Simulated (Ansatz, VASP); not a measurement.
## Two plane-wave programs on Pt

```
CELL_PARAMETERS angstrom
0.00000 2.05579 1.95790
2.05579 0.00000 1.95790
2.05579 2.05579 0.00000
ATOMIC_POSITIONS crystal
Pt 0.00000 0.00000 0.00000
```

Change from the starting cell: strain +0.0500 x Voigt [1, 1, 0, 0, 0, 0], atoms carried along.

Alike in both runs: task single point; functional PBE; k mesh 20 × 20 × 20; occupations fermi-dirac, width 0.02 eV; no spin polarisation.

|  | VASP | Ansatz |
| --- | --- | --- |
| version | VASP 6.6.1 | Ansatz 0.2.0 |
| potentials or method | VASP PAW PBE potentials, release 64 (Pt), cutoff 520 eV | scalar-relativistic, plane waves, PAW |
| valence electrons in the cell | 10 | 18 |

|  | VASP | Ansatz | Ansatz less VASP |
| --- | --- | --- | --- |
| gap on the k mesh at the Fermi level (eV) | none | none | - |
| pressure (GPa) | -12.3 | -11.9 | +0.40 |
| traceless stress, the component that is largest in VASP (GPa) | 1.61 | 1.62 | +0.013 |

A gap of «none» marks a metal or a gap that the smearing closes. With one functional, cell and mesh, what is left measures potentials, basis and numerics. VASP's potentials hold 10 valence electrons a cell and Ansatz's 18, so a difference there can come from the potentials and not from the codes.

Spin-orbit coupling is off throughout.
